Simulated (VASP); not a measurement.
**SrCl2: single point with PBE**

The system is SrCl2.

```xyz
3
Lattice="0.0000 3.4884 3.4884 3.4884 0.0000 3.4884 3.4884 3.4884 0.0000" Properties=species:S:1:pos:R:3 pbc="T T T"
Sr    0.0000    0.0000    0.0000
Cl    5.2325    5.2325    5.2325
Cl    1.7442    1.7442    1.7442
```

```yaml
Program: VASP 6.6.1
Task: single point
Functional: PBE
Potentials_or_basis: VASP PAW PBE potentials, release 64 (Sr_sv, Cl)
Cutoff: 520 eV
k_mesh: 7 × 7 × 7
Occupations: fermi-dirac, width 0.05 eV
Spin: non-collinear spin, zero start, spin-orbit coupling
Starting_moments: "[[0.0, 0.0, 0.0], [0.0, 0.0, 0.0], [0.0, 0.0, 0.0]] μB"
```

| Quantity | Value |
| --- | --- |
| Pressure | 1.1 GPa |
| Net moment | 0.00 μB per cell |
| Valence electrons inside the program's atomic spheres | Sr 7.94; Cl 5.18 |

Moments on the atoms (μB; x, y, z):
```
Sr  0.00 0.00 0.00
Cl  0.00 0.00 0.00
Cl  0.00 0.00 0.00
```

Run time: 2.3 min on 1 thread of Intel(R) Xeon(R) 6975P-C (Granite Rapids) (shared host), peak memory 0.52 GiB.
